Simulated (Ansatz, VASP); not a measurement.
# One calculation of TiAl, two programs

Contents of POSCAR:

```
TiAl
1.0
    2.8385896104      0.0000000000      0.0000000000
   -1.4192948052      2.4831219328      0.0000000000
    0.0000000000      0.0000000000      4.6780830000
Ti Al
1 1
Direct
    0.0000000000      0.0000000000      0.0000000000
    0.3333333333      0.6666666667      0.5000000000
```

The input INCAR.step1:

```
SYSTEM = TiAl
PREC = Accurate
ENCUT = 520
ISMEAR = 0
SIGMA = 0.15
LREAL = .False.
LASPH = .True.
NELM = 100
NBANDS = 14
GGA = PE
ALGO = Normal
EDIFF = 1E-4
LWAVE = .True.
LCHARG = .False.
```

The input INCAR.step2:

```
SYSTEM = TiAl
PREC = Accurate
ENCUT = 520
EDIFF = 1E-7
ISMEAR = 0
SIGMA = 0.15
LREAL = .False.
LASPH = .True.
NELM = 100
ALGO = Normal
ISIF = 2
LWAVE = .False.
LCHARG = .False.
METAGGA = R2SCAN
LMIXTAU = .True.
NBANDS = 14
ISTART = 1
```

The input KPOINTS:

```
Automatic mesh
0
Gamma
  18 18 10
  0 0 0
```

Input for Ansatz:

```yaml
crystal:
  lattice:
    - [2.8385896104, 0.0, 0.0]
    - [-1.4192948052, 2.4831219328, 0.0]
    - [0.0, 0.0, 4.678083]
  atoms:
    - { symbol: Ti, position: [0.0, 0.0, 0.0] }
    - { symbol: Al, position: [0.3333333333, 0.6666666667, 0.5] }
basis:
  ecutwfc: 500
kpoints:
  mp_grid: { grid: [18, 18, 10] }
hamiltonian:
  xc: r2scan
scf:
  occupations: { method: gaussian, width: 0.15 }
output:
  forces: true
  stress: true
  eigenvalues: true
```

Change from the starting cell: strain -0.0100 x Voigt [1, 0, 0, 0, 0, 0], atoms carried along.

Alike in both runs: task single point; functional r2SCAN; k mesh 18 × 18 × 10; occupations gaussian, width 0.15 eV; no spin polarisation.

|  | VASP | Ansatz |
| --- | --- | --- |
| version | VASP 6.6.1 | Ansatz 0.2.0 |
| potentials or method | VASP PAW PBE potentials, release 64 (Ti_sv, Al), cutoff 520 eV | scalar-relativistic, plane waves, PAW |
| valence electrons in the cell | 15 | 15 |

Ansatz gave:

* gap on the k mesh at the Fermi level (eV): none
* pressure (GPa): 0.0
* traceless stress, the component that is largest in VASP (GPa): -1.63
* rms of the force components (eV/Å): 0.020

Q: Which values does VASP return?

A: gap on the k mesh at the Fermi level (eV): none; pressure (GPa): 0.1; traceless stress, the component that is largest in VASP (GPa): -1.62; rms of the force components (eV/Å): 0.020.

VASP's potentials were made for PBE, not for r2SCAN. Atom by atom the forces differ by 0.000 eV/Å (rms over components). A gap of «none» marks a metal or a gap that the smearing closes.
